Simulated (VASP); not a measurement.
Set up this calculation in VASP 6.6.1, as the native input.

```
Task                   : single point
Functional             : PBE
Potentials or basis    : VASP PAW PBE potentials, release 64 (Fe)
Cutoff                 : 520 eV
k mesh                 : 13 × 13 × 13
Occupations            : gaussian, width 0.024 eV
Spin                   : collinear spin, ferromagnetic start
Starting moments       : [3.0] μB
Dipole correction      : no
Further INCAR settings : ALGO = Normal; EDIFF = 1e-07; NBANDS = 14
```

The structure of Fe lies in POSCAR:

```
Fe
1.0
   -1.4430000000      1.4430000000      1.4430000000
    1.4430000000     -1.4430000000      1.4430000000
    1.4430000000      1.4430000000     -1.4430000000
Fe
1
Direct
    0.0000000000      0.0000000000      0.0000000000
```

These files were run (other wordings do the same):

INCAR

```
SYSTEM = Fe
PREC = Accurate
ENCUT = 520
EDIFF = 1E-7
ISMEAR = 0
SIGMA = 0.024
LREAL = .False.
LASPH = .True.
NELM = 150
ALGO = Normal
ISIF = 2
LWAVE = .False.
LCHARG = .True.
ISPIN = 2
MAGMOM = 3
LORBIT = 11
LMAXMIX = 4
GGA = PE
LELF = .True.
LVHAR = .True.
NBANDS = 14
```

KPOINTS

```
Automatic mesh
0
Gamma
  13 13 13
  0 0 0
```

Potentials or basis: VASP PAW PBE potentials, release 64 (Fe).

Launch:

```sh
$ cat potpaw_PBE.64/Fe/POTCAR > POTCAR
$ mpirun -np 1 vasp_std > vasp.out
```

Results of the run:

```
Pressure                                              : -9.2 GPa
Net moment                                            : 2.28 μB per cell
Site moments                                          : Fe +2.29 μB
Valence electrons inside the program's atomic spheres : Fe 7.16
```

Caveat: the cell stands under tension.

It took 72 s on 1 thread of Intel Xeon 8259CL (shared host), peak memory 0.14 GiB.
